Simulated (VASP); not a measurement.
# H (Pm-3m) in VASP: single point with PBE

Aim: the single point of H with PBE.

Everything below comes from runs of VASP 6.6.1. Logs are shortened: lines on timing, memory, paths and dates and some standing lists are left out, and cuts for length are marked.

**1. The cell of the first run**

It takes space group Pm-3m (No. 221, cubic). The conventional cell has a = 1.451 Å, b = 1.451 Å, c = 1.451 Å, α = 90.00°, β = 90.00°, γ = 90.00°. Within 1.9 Å of H (site symmetry m-3m) lie 6 H at 1.45 Å.

**2. Single point, PBE**

Input file INCAR:

```
SYSTEM = H
  PREC = Accurate
  ENCUT = 520
  EDIFF = 1E-7
  ISMEAR = -1
  SIGMA = 0.13605693000000002
  LREAL = .FALSE.
  LASPH = .TRUE.
  NELM = 80
  ALGO = Normal
  ISIF = 2
  LWAVE = .FALSE.
  LCHARG = .FALSE.
  GGA = PE
  NBANDS = 6
```

Input file KPOINTS:

```
regular mesh
0
G
  18 18 18
  0 0 0
```

Input file POSCAR:

```
H
1.0
    1.4513265704      0.0000000000      0.0000000000
    0.0000000000      1.4513265704      0.0000000000
    0.0000000000      0.0000000000      1.4513265704
H
1
Direct
    0.0000000000      0.0000000000      0.0000000000
```

Potentials or basis: VASP PAW PBE potentials, release 64 (H).

Launch:

```
cat potpaw_PBE.64/H/POTCAR > POTCAR
mpirun -np 1 vasp_std > vasp.out
```

OUTCAR:

```text
SYSTEM = H
   PREC = Accurate
   ENCUT = 520
   EDIFF = 1E-7
   ISMEAR = -1
   LREAL = .FALSE.
   LASPH = .TRUE.
   NELM = 80
   ISIF = 2
   GGA = PE

 ion  position               nearest neighbor table
   1  0.000  0.000  0.000-

  LATTYP: Found a simple cubic cell.
 ALAT       =     1.4513265704

  Lattice vectors:

 A1 = (   1.4513265704,   0.0000000000,   0.0000000000)
 A2 = (   0.0000000000,   1.4513265704,   0.0000000000)
 A3 = (   0.0000000000,   0.0000000000,   1.4513265704)

Analysis of symmetry for initial positions (statically):
=====================================================================
 Subroutine PRICEL returns:
 Original cell was already a primitive cell.

 Routine SETGRP: Setting up the symmetry group for a
 simple cubic supercell.

 Subroutine GETGRP returns: Found 48 space group operations
 (whereof 48 operations were pure point group operations)
 out of a pool of 48 trial point group operations.

The static configuration has the point symmetry O_h .

Analysis of symmetry for dynamics (positions and initial velocities):
=====================================================================
 Subroutine PRICEL returns:
 Original cell was already a primitive cell.

 Routine SETGRP: Setting up the symmetry group for a
 simple cubic supercell.

 Subroutine GETGRP returns: Found 48 space group operations
 (whereof 48 operations were pure point group operations)
 out of a pool of 48 trial point group operations.

The dynamic configuration has the point symmetry O_h .

 Subroutine INISYM returns: Found 48 space group operations
 (whereof 48 operations are pure point group operations),
 and found     1 'primitive' translations

----------------------------------------------------------------------------------------

                                     Primitive cell

  volume of cell :       3.0570

  direct lattice vectors                    reciprocal lattice vectors
     1.451326570  0.000000000  0.000000000     0.689024800  0.000000000  0.000000000
     0.000000000  1.451326570  0.000000000     0.000000000  0.689024800  0.000000000
     0.000000000  0.000000000  1.451326570     0.000000000  0.000000000  0.689024800

  length of vectors
     1.451326570  1.451326570  1.451326570     0.689024800  0.689024800  0.689024800

  position of ions in fractional coordinates (direct lattice)
     0.000000000  0.000000000  0.000000000

  ion indices of the primitive-cell ions
[... 73 lines left out ...]
   NELM   =     80;   NELMIN=  2; NELMDL= -5     # of ELM steps
   EDIFF  = 0.1E-06   stopping-criterion for ELM
   LREAL  =      F    real-space projection
   EDIFFG = 0.1E-05   stopping-criterion for IOM
   NSW    =      0    number of steps for IOM
   IBRION =     -1    ionic relax: 0-MD 1-quasi-New 2-CG
   NFREE  =      0    steps in history (QN), initial steepest desc. (CG)
   ISIF   =      2    stress and relaxation
   ISYM   =      2    0-nonsym 1-usesym 2-fastsym
   POTIM  = 0.5000    time-step for ionic-motion
   TEBEG  =    0.0;   TEEND  =   0.0 temperature during run
   PSTRESS=    0.0 pullay stress
   NELECT =       1.0000    total number of electrons
   NUPDOWN=      -1.0000    fix difference up-down
   EMIN   =  10.00;   EMAX   =-10.00  energy-range for DOS
   EFERMI =   0.00;   METHOD = LEGACY
   ISMEAR =    -1;   SIGMA  =   0.14  broadening in eV -4-tet -1-fermi 0-gaus
   EFERMI_NEDOS =   21; number of points for ismear=-14 and -15
   IALGO  =     38    algorithm
   IMIX   =      4    mixing-type and parameters
     AMIX     =   0.40;   BMIX     =  1.00
     AMIX_MAG =   1.60;   BMIX_MAG =  1.00
  volume/ion in A,a.u.               =       3.06        20.63
  Fermi-wavevector in a.u.,A,eV,Ry     =   1.128002  2.131614 17.311882  1.272387
  Thomas-Fermi vector in A             =   2.264690
   LORBIT       =      0    0 simple, 1 ext, 2 COOP (PROOUT), +10 PAW based schemes
   GGA     = PE    functional components
   LHFCALC =     F    Hartree Fock is set to
   AEXX    =    0.0000 exact exchange contribution
   IVDW    =     0    specifies the selected vdW correction
   LEPSILON=     F    determine dielectric tensor
   LRPA    =     F    only Hartree local field effects (RPA)
 non-spin polarized calculation
  energy-cutoff  :      520.00
  volume of cell :        3.06
 maximum number of plane-waves:        94
 NGX is ok and might be reduce to    12
   NGX =  5   NGY =  5   NGZ =  5

 number of electron       1.0000000 magnetization

 Free energy of the ion-electron system (eV)
  ---------------------------------------------------
  ext. energy  EPLUGINS =         0.00000000
  ---------------------------------------------------
  free energy    TOTEN  =        -2.29450425 eV

  energy without entropy =       -2.28799748  energy(sigma->0) =       -2.29125087

 E-fermi :   2.0405     XC(G=0): -10.9207

 val. band max:        2.0111567001   @ k =   0.5000   0.1667   0.0000
 cond. band min:       2.0942527784   @ k =   0.2778   0.2778   0.2778
 fundamental gap:      0.0830960783
 Fermi energy:         2.0405187255

 k-point     1 :       0.0000    0.0000    0.0000
  band No.  band energies     occupation
      1     -13.4932      2.00000
      2      48.5723      0.00000
      3      60.1047      0.00000
      4      60.1047      0.00000
      5      60.1047      0.00000
      6      62.0914      0.00000
[... 199 lines left out ...]
 k-point    24 :       0.3333    0.1111    0.0000
  band No.  band energies     occupation
      1      -5.1910      2.00000
      2      20.0260      0.00000
      3      50.7350      0.00000
      4      65.7823      0.00000
      5      68.7763      0.00000
      6      76.5510      0.00000

 [... further k-points ...]

------------------------ aborting loop because EDIFF is reached ----------------------------------------

  FORCE on cell =-STRESS in cart. coord.  units (eV):
  Direction    XX          YY          ZZ          XY          YZ          ZX
  --------------------------------------------------------------------------------------
  -------------------------------------------------------------------------------------
  Total        0.0146784      0.0146784      0.0146784      0.0000000      0.0000000     -0.0000000
  in kB        7.6929831      7.6929831      7.6929831      0.0000000      0.0000000     -0.0000000
  external PRESSURE =       7.6929831 kB  Pullay stress =       0.0000000 kB

 VOLUME and BASIS-vectors are now :
 -----------------------------------------------------------------------------
  energy-cutoff  :      520.00
  volume of cell :        3.06
      direct lattice vectors                 reciprocal lattice vectors
     1.451326570  0.000000000  0.000000000     0.689024800  0.000000000  0.000000000
     0.000000000  1.451326570  0.000000000     0.000000000  0.689024800  0.000000000
     0.000000000  0.000000000  1.451326570     0.000000000  0.000000000  0.689024800

 POSITION                                       TOTAL-FORCE (eV/Angst)
 -----------------------------------------------------------------------------------
      0.00000      0.00000      0.00000         0.000000      0.000000      0.000000
 -----------------------------------------------------------------------------------
    total drift:                               -0.000000     -0.000000     -0.000000

  FREE ENERGIE OF THE ION-ELECTRON SYSTEM (eV)
  ---------------------------------------------------
  free  energy   TOTEN  =        -2.2945042525 eV

  energy  without entropy=       -2.2879974815  energy(sigma->0) =       -2.29125087
```

Wall time 2.7 s (1 thread of Intel Xeon Platinum 8375C at 2.90GHz (Ice Lake), shared host); peak memory 0.1 GiB.

What came out:

* Free energy: -2.2945 eV
* Pressure: 0.8 GPa

Levels at points of the mesh, in eV from the Fermi level:
```csv
k point,band 1,band 2
"(0.00, 0.00, 0.00)",-15.53,46.53
"(0.50, 0.00, 0.00)",-1.86,7.08
"(0.50, 0.50, 0.00)",10.18,23.33
"(0.50, 0.50, 0.50)",20.41,39.09
```
